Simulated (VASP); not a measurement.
# Mn (P6_3/mmc) in VASP: a series of runs, part 2 of 2

VASP 6.6.1. Earlier steps stand in the parts before.

### Step 5. Single point, r2SCAN, collinear spin, ferromagnetic start

This run uses another cell than the first one, of 11.18 Å³/atom.

The input, POSCAR:

```
Mn
1.0
    2.5163290681      0.0000000000      0.0000000000
   -1.2581645341      2.1792048973      0.0000000000
    0.0000000000      0.0000000000      4.0791773259
Mn
2
Direct
    0.3333333333      0.6666666667      0.2500000000
    0.6666666667      0.3333333333      0.7500000000
```

The input, INCAR.step1:

```
PREC     = Accurate       # precision mode
ENCUT    = 520            # plane-wave cutoff, eV
ISMEAR   = -1             # smearing method
SIGMA    = 0.05           # smearing width, eV
LREAL    = F              # projectors in reciprocal space
LASPH    = T              # aspherical terms in the spheres
NELM     = 150            # most SCF steps
ISPIN    = 2              # spin polarisation
MAGMOM   = 4 4            # initial moments
LMAXMIX  = 4              # l up to which the mixer works
NBANDS   = 24             # bands
GGA      = PE             # functional
ALGO     = Normal         # electronic algorithm
EDIFF    = 1E-4           # SCF threshold, eV
LWAVE    = T              # write WAVECAR
LCHARG   = F              # write CHGCAR
```

The input, INCAR.step2:

```
PREC     = Accurate       # precision mode
ENCUT    = 520            # plane-wave cutoff, eV
EDIFF    = 1E-6           # SCF threshold, eV
ISMEAR   = -1             # smearing method
SIGMA    = 0.05           # smearing width, eV
LREAL    = F              # projectors in reciprocal space
LASPH    = T              # aspherical terms in the spheres
NELM     = 150            # most SCF steps
ALGO     = Normal         # electronic algorithm
ISIF     = 2              # what is computed and relaxed
LWAVE    = F              # write WAVECAR
LCHARG   = F              # write CHGCAR
ISPIN    = 2              # spin polarisation
MAGMOM   = 4 4            # initial moments
LORBIT   = 11             # projections on sites
LMAXMIX  = 4              # l up to which the mixer works
METAGGA  = R2SCAN         # meta-GGA
LMIXTAU  = T            
NBANDS   = 24             # bands
ISTART   = 1
```

The input, KPOINTS:

```
Automatic mesh
0
Gamma
  12 12 7
```

Potentials or basis: VASP PAW PBE potentials, release 64 (Mn_pv).

Started as:

```bash
$ cat potpaw_PBE.64/Mn_pv/POTCAR > POTCAR
$ cp INCAR.step1 INCAR
$ mpirun -np 1 vasp_std > vasp.out
$ cp INCAR.step2 INCAR
$ mpirun -np 1 vasp_std > vasp.out
```

OUTCAR:

```text
PREC = Accurate
   ENCUT = 520
   EDIFF = 1E-6
   ISMEAR = -1
   LREAL = F
   LASPH = T
   NELM = 150
   ISIF = 2
   ISPIN = 2
   LORBIT = 11
   METAGGA = R2SCAN
   ISTART = 1

 ion  position               nearest neighbor table
   1  0.333  0.667  0.250-   2 2.50   2 2.50   2 2.50   2 2.50   2 2.50   2 2.50
   2  0.667  0.333  0.750-   1 2.50   1 2.50   1 2.50   1 2.50   1 2.50   1 2.50

  LATTYP: Found a hexagonal cell.
 ALAT       =     2.5163290681
 C/A-ratio  =     1.6210826229

  Lattice vectors:
[... 1515 lines left out ...]
  external PRESSURE =    -186.0162938 kB  Pullay stress =       0.0000000 kB

 VOLUME and BASIS-vectors are now :
 -----------------------------------------------------------------------------
  energy-cutoff  :      520.00
  volume of cell :       22.37
      direct lattice vectors                 reciprocal lattice vectors
     2.516329068  0.000000000  0.000000000     0.397404303  0.229441481  0.000000000
    -1.258164534  2.179204897  0.000000000     0.000000000  0.458882963  0.000000000
     0.000000000  0.000000000  4.079177326     0.000000000  0.000000000  0.245147470

 POSITION                                       TOTAL-FORCE (eV/Angst)
 -----------------------------------------------------------------------------------
     -0.00000      1.45280      1.01979        -0.000000      0.000000      0.000000
      1.25816      0.72640      3.05938         0.000000     -0.000000      0.000000
 -----------------------------------------------------------------------------------
    total drift:                               -0.000000      0.000000     -0.000000

  FREE ENERGIE OF THE ION-ELECTRON SYSTEM (eV)
  ---------------------------------------------------
  free  energy   TOTEN  =       -28.4502380094 eV

  energy  without entropy=      -28.4279174192  energy(sigma->0) =      -28.43907771

 total charge

# of ion       s       p       d       tot
------------------------------------------
    1        0.446   6.389   5.097  11.932
    2        0.446   6.389   5.097  11.932
--------------------------------------------------
tot          0.892  12.777  10.194  23.863

 magnetization (x)

# of ion       s       p       d       tot
------------------------------------------
    1        0.000  -0.000  -0.000  -0.000
    2        0.000  -0.000  -0.000  -0.000
--------------------------------------------------
tot          0.000  -0.000  -0.000  -0.000
```

OUTCAR.step1:

```text
PREC = Accurate
   ENCUT = 520
   ISMEAR = -1
   LREAL = F
   LASPH = T
   NELM = 150
[... 1542 lines left out ...]
 -----------------------------------------------------------------------------------
     -0.00000      1.45280      1.01979        -0.000000      0.000000      0.000000
      1.25816      0.72640      3.05938         0.000000     -0.000000      0.000000
 -----------------------------------------------------------------------------------
    total drift:                               -0.000000      0.000000     -0.000000

  FREE ENERGIE OF THE ION-ELECTRON SYSTEM (eV)
  ---------------------------------------------------
  free  energy   TOTEN  =       -17.8647944147 eV

  energy  without entropy=      -17.8412647248  energy(sigma->0) =      -17.85302957
```

OSZICAR.step1:

```text
N       E                     dE             d eps       ncg     rms          rms(c)
DAV:   1     0.252832338294E+03    0.25283E+03   -0.14978E+04  7432   0.154E+03
DAV:   2    -0.770585906775E+01   -0.26054E+03   -0.24834E+03  7440   0.404E+02
DAV:   3    -0.177598432200E+02   -0.10054E+02   -0.10000E+02  8280   0.891E+01
DAV:   4    -0.178430004123E+02   -0.83157E-01   -0.83153E-01  8064   0.804E+00
DAV:   5    -0.178442804953E+02   -0.12801E-02   -0.12801E-02  8408   0.101E+00    0.243E+01
DAV:   6    -0.172617574167E+02    0.58252E+00   -0.62189E+00  7712   0.347E+01    0.590E+00
DAV:   7    -0.176791030242E+02   -0.41735E+00   -0.25482E-01  7832   0.481E+00    0.506E+00
DAV:   8    -0.177842019568E+02   -0.10510E+00   -0.19028E-02  7952   0.175E+00    0.272E+00
DAV:   9    -0.178616125695E+02   -0.77411E-01   -0.76215E-02  7848   0.287E+00    0.781E-01
DAV:  10    -0.178646806674E+02   -0.30681E-02   -0.13456E-02  7992   0.120E+00    0.220E-01
DAV:  11    -0.178648077287E+02   -0.12706E-03   -0.46466E-04  7800   0.213E-01    0.147E-01
DAV:  12    -0.178647944147E+02    0.13314E-04   -0.49376E-05  4056   0.632E-02
   1 F= -.17864794E+02 E0= -.17853030E+02  d E =-.235297E-01  mag=    -0.0029
```

It took 3.5 min on 1 thread of AMD EPYC 9R45 (Zen 5), shared host; peak memory 0.16 GiB.

Results:

```yaml
Free_energy: -28.4502 eV
Pressure: -18.6 GPa
Band_gap_on_the_k_mesh: zero (filled and empty bands overlap)
Net_moment: 0.00 μB per cell
Valence_electrons_inside_the_program's_atomic_spheres: Mn 11.93
```

Stress tensor (GPa, compression positive):
```
-18.99   0.00   0.00
  0.00 -18.99   0.00
  0.00   0.00 -17.83
```

Levels at points of the mesh, in eV from the Fermi level:
Spin up:
```
           k point  band 11  band 12  band 13  band 14  band 15  band 16
(0.00, 0.00, 0.00)    -0.90    -0.44    -0.44     0.10     0.10     0.50
(0.50, 0.00, 0.00)    -1.07    -0.92    -0.43     1.78     1.94     1.99
```
Spin down:
```tsv
k point	band 10	band 11	band 12	band 13	band 14	band 15	band 16	band 17
(0.00, 0.00, 0.00)	-0.90	-0.90	-0.44	-0.44	0.10	0.10	0.50	1.61
(0.50, 0.00, 0.00)	-1.48	-1.07	-0.92	-0.43	1.78	1.94	1.99	3.46
```

Caveat: the cell stands under tension; the PAW data sets were made with another functional, which shifts forces and pressure a little.
